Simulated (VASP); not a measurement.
A run of VASP 6.6.1 is set up as follows.

INCAR

```
SYSTEM = InAs
  PREC = Accurate
  ENCUT = 500
  EDIFF = 1E-6
  ISMEAR = 0
  SIGMA = 0.01
  LREAL = .False.
  LASPH = .True.
  NELM = 120
  ALGO = Normal
  ISIF = 2
  LWAVE = .False.
  LCHARG = .False.
  NBANDS = 16
  GGA_COMPAT = .False.
```

File KPOINTS:

```
regular mesh
0
Gamma
  6 6 6
  0 0 0
```

POSCAR

```
InAs
1.0
    0.0000000000      2.9138469627      2.9138469627
    2.9138469627      0.0000000000      2.9138469627
    2.9138469627      2.9138469627      0.0000000000
In As
1 1
Direct
    0.0000000000      0.0000000000      0.0000000000
    0.2500000000      0.2500000000      0.2500000000
```

Potentials or basis: VASP PAW LDA potentials, release 64 (In_d, As).

Command:

```console
$ cat potpaw_LDA.64/In_d/POTCAR potpaw_LDA.64/As/POTCAR > POTCAR
$ mpirun -np 1 vasp_std > vasp.out
```

Task: What does it give for the band gap on the k mesh?

Result: 0.17 eV, direct.

Task: Predict the pressure.

Result: 7.9 GPa.

Caveat: spin-orbit coupling is left out, which moves the levels of the heavy elements.
